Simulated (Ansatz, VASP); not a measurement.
# Two plane-wave programs on GaBiSe4

```
Ga Bi Se
1.0
     6.03817    0.00000   -0.30114
     0.00000    3.85852    0.00000
    -0.83857    0.00000    7.13814
Ga Bi Se
1 1 4
Direct
  0.00000 0.00000 0.00000
  0.50000 0.50000 0.50000
  0.16211 0.00000 0.61909
  0.83789 0.00000 0.38091
  0.26601 0.50000 0.11480
  0.73399 0.50000 0.88520
```

Alike in both runs: functional PBE; k mesh 6 × 8 × 6; occupations gaussian, width 0.1 eV; no spin polarisation.

Ansatz relaxed the structure, and its values are those at the end. VASP's run is a single point on that final structure, the one shown.

|  | VASP | Ansatz |
| --- | --- | --- |
| version | VASP 6.6.1 | Ansatz 0.2.0 |
| potentials or method | VASP PAW PBE potentials, release 64 (Ga_d, Bi_d, Se), cutoff 500 eV | scalar-relativistic, plane waves, PAW |
| valence electrons in the cell | 52 | 92 |

Ansatz gave:

```
gap on the k mesh at the Fermi level (eV) : none
pressure (GPa)                            : 0.0
rms of the force components (eV/Å)        : 0.003
```

Which values does VASP return?

gap on the k mesh at the Fermi level (eV): none; pressure (GPa): 0.0; rms of the force components (eV/Å): 0.006.

A gap of «none» marks a metal or a gap that the smearing closes. With one functional, cell and mesh, what is left measures potentials, basis and numerics. VASP's potentials hold 52 valence electrons a cell and Ansatz's 92, so a difference there can come from the potentials and not from the codes.

Neither program's run includes spin-orbit coupling.
